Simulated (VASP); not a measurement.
# Pd (Fm-3m) in VASP: single point with PBE

Aim: the single point of Pd with PBE.

Program: VASP 6.6.1. These are calculated values, not measurements. Logs are shortened: lines on timing, memory, paths and dates and some standing lists are left out, and cuts for length are marked.

## 1. The cell of the first run

The structure is cubic, space group Fm-3m (No. 225). Conventional cell: a = 3.946 Å, b = 3.946 Å, c = 3.946 Å, α = 90.00°, β = 90.00°, γ = 90.00°. Within 3.7 Å of Pd (site symmetry m-3m) lie 12 Pd at 2.79 Å.

## 2. Single point, PBE

Input file INCAR:

```
ALGO = Normal
EDIFF = 1E-7
ENCUT = 520
GGA = PE
ISIF = 2
ISMEAR = -1
LASPH = True
LCHARG = False
LREAL = False
LWAVE = False
NBANDS = 17
NELM = 80
PREC = Accurate
SIGMA = 0.1
```

Input file KPOINTS:

```
k-points
0
Gamma
  12 8 12
```

Input file POSCAR:

```
Pd
1.0
   -1.9730521994      1.9730521994      0.0000000000
    0.0000000000      0.0000000000      3.9461043987
    1.9730521994      1.9730521994      0.0000000000
Pd
2
Direct
    0.0000000000      0.0000000000      0.0000000000
    0.5000000000      0.5000000000      0.5000000000
```

Potentials or basis: VASP PAW PBE potentials, release 64 (Pd).

Command:

```
cat potpaw_PBE.64/Pd/POTCAR > POTCAR
mpirun -np 1 vasp_std > vasp.out
```

OUTCAR:

```text
EDIFF = 1E-7
   ENCUT = 520
   GGA = PE
   ISIF = 2
   ISMEAR = -1
   LASPH = True
   LREAL = False
   NELM = 80
   PREC = Accurate

 ion  position               nearest neighbor table
   1  0.000  0.000  0.000-   2 2.79   2 2.79   2 2.79   2 2.79   2 2.79   2 2.79   2 2.79   2 2.79

   2  0.500  0.500  0.500-   1 2.79   1 2.79   1 2.79   1 2.79   1 2.79   1 2.79   1 2.79   1 2.79

  LATTYP: Found a simple tetragonal cell.
 ALAT       =     2.7903171797
 C/A-ratio  =     1.4142135623

  Lattice vectors:

 A1 = (   1.9730521994,  -1.9730521994,   0.0000000000)
 A2 = (   1.9730521994,   1.9730521994,   0.0000000000)
 A3 = (   0.0000000000,   0.0000000000,   3.9461043987)

Analysis of symmetry for initial positions (statically):
=====================================================================
 Subroutine PRICEL returns following result:

  LATTYP: Found a face centered cubic cell.
 ALAT       =     3.9461043988

  Lattice vectors:

 A1 = (   1.9730521994,   0.0000000000,   1.9730521993)
 A2 = (   1.9730521994,   1.9730521994,   0.0000000000)
 A3 = (   0.0000000000,   1.9730521994,   1.9730521994)

   2 primitive cells build up your supercell.

 Routine SETGRP: Setting up the symmetry group for a
 simple tetragonal supercell.

 Subroutine GETGRP returns: Found 16 space group operations
 (whereof 16 operations were pure point group operations)
 out of a pool of 16 trial point group operations.

The static configuration has the point symmetry D_4h.

Analysis of symmetry for dynamics (positions and initial velocities):
=====================================================================
 Subroutine PRICEL returns following result:

  LATTYP: Found a face centered cubic cell.
 ALAT       =     3.9461043988

  Lattice vectors:

 A1 = (   1.9730521994,   0.0000000000,   1.9730521993)
 A2 = (   1.9730521994,   1.9730521994,   0.0000000000)
 A3 = (   0.0000000000,   1.9730521994,   1.9730521994)

   2 primitive cells build up your supercell.

 Routine SETGRP: Setting up the symmetry group for a
 simple tetragonal supercell.

 Subroutine GETGRP returns: Found 16 space group operations
 (whereof 16 operations were pure point group operations)
 out of a pool of 16 trial point group operations.

The dynamic configuration has the point symmetry D_4h.

[... 90 lines left out ...]
   ISPIN  =      1    spin polarized calculation?
   LNONCOLLINEAR =      F non collinear calculations
   LSORBIT =      F    spin-orbit coupling
   LASPH  =      T    aspherical Exc in radial PAW
   ENCUT  =  520.0 eV  38.22 Ry    6.18 a.u.   5.19  7.34  5.19*2*pi/ulx,y,z
   NELM   =     80;   NELMIN=  2; NELMDL= -5     # of ELM steps
   EDIFF  = 0.1E-06   stopping-criterion for ELM
   LREAL  =      F    real-space projection
   EDIFFG = 0.1E-05   stopping-criterion for IOM
   NSW    =      0    number of steps for IOM
   IBRION =     -1    ionic relax: 0-MD 1-quasi-New 2-CG
   NFREE  =      0    steps in history (QN), initial steepest desc. (CG)
   ISIF   =      2    stress and relaxation
   ISYM   =      2    0-nonsym 1-usesym 2-fastsym
   POTIM  = 0.5000    time-step for ionic-motion
   TEBEG  =    0.0;   TEEND  =   0.0 temperature during run
   PSTRESS=    0.0 pullay stress
   NELECT =      20.0000    total number of electrons
   NUPDOWN=      -1.0000    fix difference up-down
   EMIN   =  10.00;   EMAX   =-10.00  energy-range for DOS
   EFERMI =   0.00;   METHOD = LEGACY
   ISMEAR =    -1;   SIGMA  =   0.10  broadening in eV -4-tet -1-fermi 0-gaus
   EFERMI_NEDOS =   21; number of points for ismear=-14 and -15
   IALGO  =     38    algorithm
   IMIX   =      4    mixing-type and parameters
     AMIX     =   0.40;   BMIX     =  1.00
     AMIX_MAG =   1.60;   BMIX_MAG =  1.00
  volume/ion in A,a.u.               =      15.36       103.67
  Fermi-wavevector in a.u.,A,eV,Ry     =   1.418817  2.681175 27.389079  2.013041
  Thomas-Fermi vector in A             =   2.539902
   LORBIT       =      0    0 simple, 1 ext, 2 COOP (PROOUT), +10 PAW based schemes
   GGA     = PE    functional components
   LHFCALC =     F    Hartree Fock is set to
   AEXX    =    0.0000 exact exchange contribution
   IVDW    =     0    specifies the selected vdW correction
   LEPSILON=     F    determine dielectric tensor
   LRPA    =     F    only Hartree local field effects (RPA)
 non-spin polarized calculation
  energy-cutoff  :      520.00
  volume of cell :       30.72
 maximum number of plane-waves:       850
 NGX is ok and might be reduce to    24
   NGX = 11   NGY = 15   NGZ = 11

 number of electron      20.0000006 magnetization

 Free energy of the ion-electron system (eV)
  ---------------------------------------------------
  ext. energy  EPLUGINS =         0.00000000
  ---------------------------------------------------
  free energy    TOTEN  =       -10.51040117 eV

  energy without entropy =      -10.37892705  energy(sigma->0) =      -10.44466411

 E-fermi :   9.1309     XC(G=0): -12.9333

 val. band max:        9.1189172403   @ k =   0.3333   0.3750   0.0000
 cond. band min:       9.1516465686   @ k =   0.0833   0.3750   0.0000
 fundamental gap:      0.0327293283
 Fermi energy:         9.1309227900

 k-point     1 :       0.0000    0.0000    0.0000
  band No.  band energies     occupation
      1       2.2826      2.00000
      2       4.0531      2.00000
      3       4.3261      2.00000
      4       6.4499      2.00000
      5       6.4499      2.00000
      6       6.4523      2.00000
[... 457 lines left out ...]
      4       5.9637      2.00000
      5       6.7478      2.00000
      6       6.8876      2.00000
[... 9 lines left out ...]
     16      25.8582      0.00000
     17      27.4461      0.00000

 [... further k-points ...]

------------------------ aborting loop because EDIFF is reached ----------------------------------------

  FORCE on cell =-STRESS in cart. coord.  units (eV):
  Direction    XX          YY          ZZ          XY          YZ          ZX
  --------------------------------------------------------------------------------------
  -------------------------------------------------------------------------------------
  Total       -0.0711863     -0.0711863     -0.1011626      0.0000000      0.0000000      0.0000000
  in kB       -3.7121994     -3.7121994     -5.2753945      0.0000000      0.0000000      0.0000000
  external PRESSURE =      -4.2332644 kB  Pullay stress =       0.0000000 kB

 VOLUME and BASIS-vectors are now :
 -----------------------------------------------------------------------------
  energy-cutoff  :      520.00
  volume of cell :       30.72
      direct lattice vectors                 reciprocal lattice vectors
    -1.973052199  1.973052199  0.000000000    -0.253414481  0.253414481  0.000000000
     0.000000000  0.000000000  3.946104399     0.000000000  0.000000000  0.253414481
     1.973052199  1.973052199  0.000000000     0.253414481  0.253414481  0.000000000

 POSITION                                       TOTAL-FORCE (eV/Angst)
 -----------------------------------------------------------------------------------
      0.00000      0.00000      0.00000        -0.000000      0.000000     -0.000000
      0.00000      1.97305      1.97305         0.000000     -0.000000      0.000000
 -----------------------------------------------------------------------------------
    total drift:                               -0.000000     -0.000000      0.000000

  FREE ENERGIE OF THE ION-ELECTRON SYSTEM (eV)
  ---------------------------------------------------
  free  energy   TOTEN  =       -10.5104011706 eV

  energy  without entropy=      -10.3789270538  energy(sigma->0) =      -10.44466411
```

Wall time 43 s (1 thread of AMD EPYC 7R13 (Zen 3), shared host); peak memory 0.16 GiB.

What came out:

```
Free energy            : -10.5104 eV
Pressure               : -0.4 GPa
Band gap on the k mesh : zero (bands 10 and 11 overlap by 1.02 eV)
```

The gap in the log of VASP goes by the Fermi energy; the results here count the filled bands.